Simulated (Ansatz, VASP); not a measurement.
One calculation of ZnO, two programs

```
Zn O
1.0
     3.25190    0.00000    0.00000
    -1.62595    2.81623    0.00000
     0.00000    0.00000    5.10979
Zn O
2 2
Direct
  0.66667 0.33333 0.49701
  0.33333 0.66667 0.99701
  0.66667 0.33333 0.88330
  0.33333 0.66667 0.38330
```

Alike in both runs: task single point; functional PBEsol; k mesh 12 × 12 × 6; occupations gaussian, width 0.02 eV; no spin polarisation.

|  | VASP | Ansatz |
| --- | --- | --- |
| version | VASP 6.6.1 | Ansatz 0.2.0 |
| potentials or method | VASP PAW PBE potentials, release 64 (Zn, O), cutoff 520 eV | scalar-relativistic, plane waves, PAW |
| valence electrons in the cell | 36 | 36 |

VASP gave:

* gap on the k mesh at the Fermi level (eV): 0.73
* least direct gap on the mesh (eV): 0.73
* pressure (GPa): 1.6
* traceless stress, the component that is largest in VASP (GPa): 1.78

Which values does Ansatz return?

gap on the k mesh at the Fermi level (eV): 0.75; least direct gap on the mesh (eV): 0.75; pressure (GPa): 0.9; traceless stress, the component that is largest in VASP (GPa): 1.77.

VASP's potentials were made for PBE, not for PBEsol.
